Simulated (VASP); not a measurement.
SiC:

```
Si C
1.0
     0.00000    2.11271    2.11271
     2.11271    0.00000    2.11271
     2.11271    2.11271    0.00000
Si C
1 1
Direct
  0.00000 0.00000 0.00000
  0.25000 0.25000 0.25000
```

This cell differs from its parent crystal: strain -3.0%.

Base run:

| Item | Value |
| --- | --- |
| Program | VASP 6.6.1 |
| Functional | r2SCAN |
| Potentials or basis | VASP PAW PBE potentials, release 64 (Si, C) |
| Cutoff | 520 eV |
| k mesh | 8 × 8 × 8 |
| Occupations | gaussian, width 0.01 eV |
| Spin | no spin polarisation |

Its results: band gap on the k mesh 1.66 eV (least direct gap 5.17 eV).

Question: The run is repeated on the same cell with these changes: functional from r2SCAN to HSE06; further incar settings from ALGO = Normal; EDIFF = 1e-08 to ALGO = Normal; EDIFF = 1e-07; NBANDS = 11. What comes out?

Answer: Band gap on the k mesh 2.17 eV (least direct gap 5.85 eV).

A k mesh can miss the band edges.
